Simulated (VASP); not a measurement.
Set up this calculation in VASP 6.6.1, as the native input.

| Item | Value |
| --- | --- |
| Task | single point |
| Functional | PBE |
| Potentials or basis | VASP PAW PBE potentials, release 64 (Rh_pv) |
| Cutoff | 520 eV |
| k mesh | 18 × 18 × 18 |
| Occupations | gaussian, width 0.1 eV |
| Spin | no spin polarisation |
| Dipole correction | no |
| Further INCAR settings | ALGO = Normal; EDIFF = 1e-07; NBANDS = 14 |

The structure of Rh lies in POSCAR:

```
Rh
1.0
    0.0000000000      1.8557241556      1.8557241556
    1.8557241556      0.0000000000      1.8557241556
    1.8557241556      1.8557241556      0.0000000000
Rh
1
Direct
    0.0000000000      0.0000000000      0.0000000000
```

This cell differs from its parent crystal: volume scaled by 0.91.

The input as run:

INCAR

```
  PREC = Accurate
  ENCUT = 520
  EDIFF = 1E-7
  ISMEAR = 0
  SIGMA = 0.1
  LREAL = False
  LASPH = True
  NELM = 100
  ALGO = Normal
  ISIF = 2
  LWAVE = False
  LCHARG = True
  GGA = PE
  LELF = True
  LVHAR = True
  NBANDS = 14
```

KPOINTS

```
regular mesh
0
Gamma
  18 18 18
```

Potentials or basis: VASP PAW PBE potentials, release 64 (Rh_pv).

Command:

```console
$ cat potpaw_PBE.64/Rh_pv/POTCAR > POTCAR
$ mpirun -np 1 vasp_std > vasp.out
```

Results of the run:

- Pressure: 31.0 GPa

Run time: 28 s on 1 thread of AMD EPYC 7R13 (shared host), peak memory 0.12 GiB.
